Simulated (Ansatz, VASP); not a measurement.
Si2Ni in VASP and in Ansatz

Contents of INCAR:

```
SYSTEM = Si2Ni
ALGO = Normal
DIPOL = 0.5 0.5 0.492
EDIFF = 1E-7
ENCUT = 520
GGA = PS
IDIPOL = 3
ISIF = 2
ISMEAR = 0
LASPH = .TRUE.
LCHARG = .TRUE.
LDIPOL = .TRUE.
LELF = .TRUE.
LREAL = Auto
LVACPOTAV = .TRUE.
LVHAR = .TRUE.
LWAVE = .FALSE.
NBANDS = 58
NELM = 60
PREC = Accurate
SIGMA = 0.1
```

Contents of KPOINTS:

```
k-points
0
G
  9 9 1
  0 0 0
```

Contents of POSCAR:

```
Si2Ni
1.0
    3.8123023665      0.0000000000      0.0000000000
    0.0000000000      3.8123023665      0.0000000000
    0.0000000000      0.0000000000     27.1306718489
Si Ni
10 5
Direct
    0.5000000000      0.0000000000      0.2764398922
    0.0000000000      0.5000000000      0.2764398922
    0.0000000000      0.5000000000      0.3757999401
    0.5000000000      0.0000000000      0.3757999401
    0.5000000000      0.0000000000      0.4751599880
    0.0000000000      0.5000000000      0.4751599880
    0.0000000000      0.5000000000      0.5745200359
    0.5000000000      0.0000000000      0.5745200359
    0.5000000000      0.0000000000      0.6738800839
    0.0000000000      0.5000000000      0.6738800839
    0.5000000000      0.5000000000      0.3261199161
    0.0000000000      0.0000000000      0.4254799641
    0.5000000000      0.5000000000      0.5248400120
    0.0000000000      0.0000000000      0.6242000599
    0.5000000000      0.5000000000      0.7235601078
```

Input for Ansatz:

```yaml
crystal:
  lattice:
    - [3.8123023665, 0.0, 0.0]
    - [0.0, 3.8123023665, 0.0]
    - [0.0, 0.0, 27.1306718489]
  atoms:
    - { symbol: Si, position: [0.5, 0.0, 0.2764398922] }
    - { symbol: Si, position: [0.0, 0.5, 0.2764398922] }
    - { symbol: Ni, position: [0.5, 0.5, 0.3261199161] }
    - { symbol: Si, position: [0.0, 0.5, 0.3757999401] }
    - { symbol: Si, position: [0.5, 0.0, 0.3757999401] }
    - { symbol: Ni, position: [0.0, 0.0, 0.4254799641] }
    - { symbol: Si, position: [0.5, 0.0, 0.475159988] }
    - { symbol: Si, position: [0.0, 0.5, 0.475159988] }
    - { symbol: Ni, position: [0.5, 0.5, 0.524840012] }
    - { symbol: Si, position: [0.0, 0.5, 0.5745200359] }
    - { symbol: Si, position: [0.5, 0.0, 0.5745200359] }
    - { symbol: Ni, position: [0.0, 0.0, 0.6242000599] }
    - { symbol: Si, position: [0.5, 0.0, 0.6738800839] }
    - { symbol: Si, position: [0.0, 0.5, 0.6738800839] }
    - { symbol: Ni, position: [0.5, 0.5, 0.7235601078] }
basis:
  ecutwfc: 420
kpoints:
  mp_grid: { grid: [9, 9, 1] }
hamiltonian:
  xc: pbesol
scf:
  occupations: { method: gaussian, width: 0.1 }
output:
  forces: true
  stress: true
  eigenvalues: true
  write_density: true
  write_potential: true
  elf: true
  volumetric_format: npy
efield:
  axis: 3
  dipole_correction: true
  ramp_width: 0.04
```

Alike in both runs: task single point; functional PBEsol; k mesh 9 × 9 × 1; occupations gaussian, width 0.1 eV; no spin polarisation.

|  | VASP | Ansatz |
| --- | --- | --- |
| version | VASP 6.6.1 | Ansatz 0.2.0 |
| potentials or method | VASP PAW PBE potentials, release 64 (Si, Ni), cutoff 520 eV | scalar-relativistic, plane waves, PAW |
| valence electrons in the cell | 90 | 130 |

Ansatz gave:

| Item | Value |
| --- | --- |
| gap on the k mesh at the Fermi level (eV) | none |
| rms of the force components (eV/Å) | 0.459 |
| work function, face that differs most (eV) | 4.09 |

Question: Estimate VASP's values.

Answer: gap on the k mesh at the Fermi level (eV): none; rms of the force components (eV/Å): 0.453; work function, face that differs most (eV): 4.08.

VASP's potentials were made for PBE, not for PBEsol. A gap of «none» marks a metal or a gap that the smearing closes. The functional is the same, so the differences come from potentials, cutoffs and numerics. VASP's potentials hold 90 valence electrons a cell and Ansatz's 130, so a difference there can come from the potentials and not from the codes. Ansatz's warnings: xc potential rough in thin density.
